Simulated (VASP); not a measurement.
**ScAl: relaxation of cell and atoms with LDA**

ScAl:

```
Sc Al
1.0
     3.37035    0.00000    0.00000
     0.00000    3.37035    0.00000
     0.00000    0.00000    3.37035
Sc Al
1 1
Cartesian
  1.6852 1.6852 1.6852
  0.0000 0.0000 0.0000
```

```yaml
Program: VASP 6.6.1
Task: relaxation of cell and atoms
Functional: LDA
Potentials_or_basis: VASP PAW LDA potentials, release 64 (Sc_sv, Al)
Cutoff: 600 eV
k_mesh: 12 × 12 × 12
Occupations: gaussian, width 0.1 eV
Spin: no spin polarisation
Dipole_correction: no
Further_INCAR_settings: ALGO = Normal; EDIFF = 1e-07; IBRION = 2; EDIFFG = -0.005; NSW = 100; ISIF = 3
```

```yaml
Relaxed_volume: 18.13 Å³/atom
Relaxed_cell: a = 3.310 Å, b = 3.310 Å, c = 3.310 Å, α = 90.00°, β = 90.00°, γ = 90.00°
Space_group_after_relaxing_to_0.1_Å: Pm-3m (No. 221)
Energy_gained_by_relaxing: 13.9 meV/atom
Ionic_steps: 3
Pressure_after_relaxing: 0.0 GPa
Band_gap_on_the_k_mesh: zero (bands 7 and 8 overlap by 1.15 eV)
```

The path:
```tsv
step	energy change (eV)	largest force (eV/Å)	pressure (GPa)	volume (Å³)
1	0.0000	0.0000	-4.19	38.28
2	-0.0240	0.0000	1.77	35.57
3	-0.0278	0.0000	0.01	36.27
```

Final structure:
```
Sc Al
1.0
     3.31007    0.00000    0.00000
     0.00000    3.31007    0.00000
     0.00000    0.00000    3.31007
Sc Al
1 1
Direct
  0.50000 0.50000 0.50000
  0.00000 0.00000 0.00000
```

Levels at points of the mesh, in eV from the Fermi level:
```csv
k point,band 5,band 6,band 7,band 8,band 9,band 10
"(0.00, 0.00, 0.00)",-8.59,-0.75,-0.75,2.83,2.83,2.83
"(0.50, 0.00, 0.00)",-5.66,-4.61,0.24,0.80,0.80,3.08
"(0.50, 0.50, 0.00)",-4.80,-1.76,-1.76,-0.83,1.57,1.57
"(0.50, 0.50, 0.50)",-2.65,-2.65,-2.65,-0.25,3.17,3.17
```

It took 64 s on 1 thread of Intel(R) Xeon(R) Platinum 8259CL CPU @ 2.50GHz (Skylake/Cascade Lake) (shared host), peak memory 0.18 GiB.
